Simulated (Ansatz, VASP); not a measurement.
Two plane-wave programs on Zn

```xyz
1
Lattice="-1.6741 1.4847 1.4847 1.4847 -1.6741 1.4847 1.4847 1.4847 -1.6741" Properties=species:S:1:pos:R:3 pbc="T T T"
Zn    0.0000    0.0000    0.0000
```

Alike in both runs: task single point; functional LDA; k mesh 22 × 22 × 22; occupations gaussian, width 0.15 eV; no spin polarisation.

|  | VASP | Ansatz |
| --- | --- | --- |
| version | VASP 6.6.1 | Ansatz 0.2.0 |
| potentials or method | VASP PAW LDA potentials, release 64 (Zn), cutoff 520 eV | scalar-relativistic, plane waves, PAW |
| valence electrons in the cell | 12 | 12 |

```csv
,VASP,Ansatz,Ansatz less VASP
gap on the k mesh at the Fermi level (eV),none,none,-
pressure (GPa),15.6,14.9,-0.72
"traceless stress, the component that is largest in VASP (GPa)",13.61,13.19,-0.425
```

LDA's correlation is that of Perdew and Zunger in VASP and of Perdew and Wang (1992) in Ansatz. A gap of «none» marks a metal or a gap that the smearing closes.
